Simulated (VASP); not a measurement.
A run of VASP 6.6.1 is set up as follows.

INCAR

```
PREC = Accurate
ENCUT = 520
EDIFF = 1E-7
ISMEAR = -1
SIGMA = 0.05
LREAL = F
LASPH = T
NELM = 100
ALGO = Normal
ISIF = 2
LWAVE = F
LCHARG = F
GGA = PE
NBANDS = 15
```

File KPOINTS:

```
Automatic mesh
0
Gamma
  9 9 9
```

POSCAR

```
ZrC
1.0
    0.0000000000      2.5623782396      2.5623782396
    2.5623782396      0.0000000000      2.5623782396
    2.5623782396      2.5623782396      0.0000000000
Zr C
1 1
Direct
    0.5000000000      0.5000000000      0.5000000000
    0.7500000000      0.7500000000      0.7500000000
```

Potentials or basis: VASP PAW PBE potentials, release 64 (Zr_sv, C).

Run with:

```sh
$ cat potpaw_PBE.64/Zr_sv/POTCAR potpaw_PBE.64/C/POTCAR > POTCAR
$ mpirun -np 1 vasp_std > vasp.out
```

Problem. What does it give for the pressure?

Solution. -2.7 GPa.

Problem. What does it give for the band gap on the k mesh?

Solution. 0.56 eV, indirect (the least direct gap lies 4.4 meV higher).

A k mesh can miss the band edges. A hybrid or GW would open this gap; PBE tends to underestimate it.
